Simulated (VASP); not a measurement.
Input of a VASP 6.6.1 run:

File INCAR:

```
ALGO     = Normal         # electronic algorithm
EDIFF    = 1E-6           # SCF threshold, eV
ENCUT    = 520            # plane-wave cutoff, eV
GGA      = PE             # functional
ISIF     = 2              # what is computed and relaxed
ISMEAR   = -1             # smearing method
IVDW     = 12             # dispersion correction
LASPH    = T              # aspherical terms in the spheres
LCHARG   = F              # write CHGCAR
LREAL    = Auto         
LWAVE    = F              # write WAVECAR
NBANDS   = 40             # bands
NELM     = 60             # most SCF steps
PREC     = Accurate       # precision mode
SIGMA    = 0.1            # smearing width, eV
```

Contents of KPOINTS:

```
k-points
0
Gamma
  2 2 2
```

POSCAR

```
Li
1.0
    6.9800000000      0.0000000000      0.0000000000
    0.0000000000      6.9800000000      0.0000000000
    0.0000000000      0.0000000000      6.9800000000
Li
17
Direct
    0.0478510029      0.0030659026      0.0039255014
    0.4548997135     -0.0417048711      0.0211891117
   -0.0159455587      0.4671489971      0.0057020057
   -0.0193409742      0.0083094556      0.5031948424
    0.3005300860      0.2846131805      0.2113753582
    0.5485816619      0.5097134670      0.0152722063
    0.4119914040      0.0415759312      0.4289684814
    0.7144126074      0.2409169054      0.2406160458
    0.0317191977      0.5231948424      0.4611747851
    0.2580372493      0.7564183381      0.2663180516
    0.2226647564      0.2648567335      0.7671776504
    0.4923925501      0.5297851003      0.5216618911
    0.7569054441      0.7820343840      0.2596418338
    0.7565472779      0.2466332378      0.7939541547
    0.2420630372      0.7239398281      0.7348853868
    0.8371776504      0.6901862464      0.7533954155
    0.6088538682     -0.0533810888      0.7010458453
```

Potentials or basis: VASP PAW PBE potentials, release 64 (Li_sv).

Run with:

```bash
$ cat potpaw_PBE.64/Li_sv/POTCAR > POTCAR
$ mpirun -np 1 vasp_std > vasp.out
```

**Question.** Predict the largest force.

**Answer.** 0.623 eV/Å.

**Question.** What does it give for the dispersion energy per atom?

**Answer.** -0.172 eV.

**Question.** Predict the band gap on the k mesh.

**Answer.** Zero (an odd number of electrons rules out a gap without spin polarisation).

Forces in eV/Å, atoms in the order of the input:
```
Li  -0.355 -0.132  0.101
Li   0.210  0.152 -0.029
Li   0.320  0.248  0.474
Li   0.255  0.154  0.007
Li  -0.450  0.298 -0.172
Li  -0.305  0.377 -0.248
Li  -0.015 -0.034  0.357
Li   0.292 -0.155  0.201
Li  -0.247 -0.507 -0.078
Li  -0.170 -0.351 -0.168
Li   0.358 -0.011 -0.245
Li   0.358 -0.191 -0.061
Li  -0.133 -0.052 -0.066
Li   0.011  0.267 -0.199
Li   0.031  0.208  0.265
Li  -0.017 -0.016  0.068
Li  -0.144 -0.254 -0.208
```

Caveat: the k points lie up to 0.45 Å⁻¹ apart, too coarse for converged energies and pressures of a metal.
